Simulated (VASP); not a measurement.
Input of a VASP 6.6.1 run:

File INCAR:

```
SYSTEM = P
PREC = Accurate
ENCUT = 520
EDIFF = 1E-6
ISMEAR = 0
SIGMA = 0.1
LREAL = .False.
LASPH = .True.
NELM = 60
ALGO = Normal
ISIF = 2
LWAVE = .False.
LCHARG = .True.
LDIPOL = .True.
IDIPOL = 3
DIPOL = 0.5 0.5 0.500
GGA = PE
IVDW = 12
LELF = .True.
LVHAR = .True.
LVACPOTAV = .True.
NBANDS = 18
```

The input KPOINTS:

```
Automatic mesh
0
Gamma
  6 6 1
  0 0 0
```

POSCAR

```
P
1.0
    3.4514500000      0.0000000000      0.0000000000
   -1.7257250000      2.9890440000      0.0000000000
    0.0000000000      0.0000000000     20.0000000000
P
4
Direct
    0.6666666700      0.3333333300      0.4212500000
    0.3333333300      0.6666666700      0.3645274600
    0.0000000000      0.0000000000      0.5787500000
    0.3333333300      0.6666666700      0.6354725400
```

Potentials or basis: VASP PAW PBE potentials, release 64 (P).

Run with:

```sh
$ cat potpaw_PBE.64/P/POTCAR > POTCAR
$ mpirun -np 1 vasp_std > vasp.out
```

Q: Estimate the dispersion energy per atom.

A: -0.246 eV.

Q: What does it give for the band gap on the k mesh?

A: 0.23 eV (least direct gap 0.89 eV).

Q: What does it give for the largest force?

A: 0.860 eV/Å.

Forces in eV/Å, atoms in the order of the input:
```
P    0.000  0.000  0.860
P    0.000  0.000 -0.725
P    0.000  0.000 -0.860
P    0.000  0.000  0.725
```
